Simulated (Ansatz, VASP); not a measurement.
## Au: VASP beside Ansatz

```
Au
1.0
     2.94010    0.00000    0.00000
     0.00000    2.94010    0.00000
     0.00000    0.00000   26.39480
Au
6
Direct
  0.25000 0.25000 0.30447
  0.75000 0.75000 0.38207
  0.25000 0.25000 0.46075
  0.75000 0.75000 0.53925
  0.25000 0.25000 0.61793
  0.75000 0.75000 0.69553
```

Alike in both runs: functional PBE; k mesh 12 × 12 × 1; occupations fermi-dirac, width 0.05 eV; no spin polarisation.

Ansatz relaxed the structure, and its values are those at the end. VASP's run is a single point on that final structure, the one shown.

```csv
,VASP,Ansatz
version,VASP 6.6.1,Ansatz 0.2.0
potentials or method,"VASP PAW PBE potentials, release 64 (Au)","PAW with Ansatz's default frozen-core files, scalar-relativistic"
plane-wave cutoff (eV),520,420
valence electrons in the cell,66,114
```

|  | VASP | Ansatz | Ansatz less VASP |
| --- | --- | --- | --- |
| rms of the force components (eV/Å) | 0.004 | 0.002 | -0.0016 |

VASP's potentials hold 66 valence electrons a cell and Ansatz's 114, so a difference there can come from the potentials and not from the codes. Ansatz's warnings: stress scf threshold loose.

Spin-orbit coupling is off throughout.
